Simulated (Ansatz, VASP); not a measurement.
Two plane-wave programs on ZnSe

POSCAR

```
ZnSe
1.0
    0.0000000000      2.7913299312      2.7913299312
    2.7913299312      0.0000000000      2.7913299312
    2.7913299312      2.7913299312      0.0000000000
Zn Se
1 1
Direct
    0.0000000000      0.0000000000      0.0000000000
    0.2500000000      0.2500000000      0.2500000000
```

File INCAR.step1:

```
SYSTEM = ZnSe
  PREC = Accurate
  ENCUT = 520
  EDIFF = 1E-5
  ISMEAR = -1
  SIGMA = 0.05
  LREAL = .FALSE.
  LASPH = .TRUE.
  NELM = 80
  ALGO = Normal
  ISIF = 2
  LWAVE = .TRUE.
  NBANDS = 16
  GGA = PE
```

Contents of INCAR.step2:

```
SYSTEM = ZnSe
  PREC = Accurate
  ENCUT = 520
  EDIFF = 1E-6
  ISMEAR = -1
  SIGMA = 0.05
  LREAL = .FALSE.
  LASPH = .TRUE.
  NELM = 80
  ALGO = Normal
  ISIF = 2
  LWAVE = .FALSE.
  LCHARG = .TRUE.
  GGA = PE
  LHFCALC = .TRUE.
  HFSCREEN = 0.2079
  PRECFOCK = Normal
  LELF = .TRUE.
  LVHAR = .TRUE.
  NBANDS = 16
  ISTART = 1
```

KPOINTS

```
Automatic mesh
0
G
  4 4 4
  0 0 0
```

Input for Ansatz:

```yaml
crystal:
  lattice:
    - [0.0, 2.791329931248, 2.791329931248]
    - [2.791329931248, 0.0, 2.791329931248]
    - [2.791329931248, 2.791329931248, 0.0]
  atoms:
    - { symbol: Zn, position: [0.0, 0.0, 0.0] }
    - { symbol: Se, position: [0.25, 0.25, 0.25] }
kpoints:
  mp_grid: { grid: [4, 4, 4] }
hamiltonian:
  xc: hse06
  pseudopotentials: { kind: paw }
scf:
  occupations: { method: fermi_dirac, width: 0.05 }
  convergence: { dr2_threshold: "1e-10 eV" }
  exx: { energy_threshold: "2e-8 eV" }
output:
  forces: true
  stress: true
  eigenvalues: true
```

Alike in both runs: task single point; functional HSE06; k mesh 4 × 4 × 4; occupations fermi-dirac, width 0.05 eV; no spin polarisation.

|  | VASP | Ansatz |
| --- | --- | --- |
| version | VASP 6.6.1 | Ansatz 0.2.0 development build |
| potentials or method | VASP PAW PBE potentials, release 64 (Zn, Se) | plane waves, PAW datasets (generated soft set 1) |
| plane-wave cutoff (eV) | 520 | 420 |
| valence electrons in the cell | 18 | 28 |

```tsv
	VASP	Ansatz	Ansatz less VASP
gap on the k mesh at the Fermi level (eV)	2.64	2.64	+0.005
```

With one functional, cell and mesh, what is left measures potentials, basis and numerics. VASP's potentials hold 18 valence electrons a cell and Ansatz's 28, so a difference there can come from the potentials and not from the codes.

The k mesh is coarse, so the values compare programs but aren't converged.
